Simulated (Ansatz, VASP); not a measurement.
**One calculation of Bi, two programs**

```
Bi
1.0
     3.19600    0.00000    0.00000
     0.00000    3.19600    0.00000
     0.00000    0.00000    3.48041
Bi
1
Direct
  0.50000 0.50000 0.00000
```

Alike in both runs: functional PBE; k mesh 6 × 6 × 4; occupations gaussian, width 0.1 eV; no spin polarisation.

Ansatz relaxed the structure, and its values are those at the end. VASP's run is a single point on that final structure, the one shown.

```csv
,VASP,Ansatz
version,VASP 6.6.1,Ansatz 0.2.0
potentials or method,"VASP PAW PBE potentials, release 64 (Bi_d), cutoff 520 eV","scalar-relativistic, plane waves, PAW"
valence electrons in the cell,15,15
```

```tsv
	VASP	Ansatz	Ansatz less VASP
gap on the k mesh at the Fermi level (eV)	none	none	-
pressure (GPa)	0.1	0.1	+0.07
```

A gap of «none» marks a metal or a gap that the smearing closes.

The k mesh is coarse, so the values compare programs but aren't converged. Neither program's run includes spin-orbit coupling.
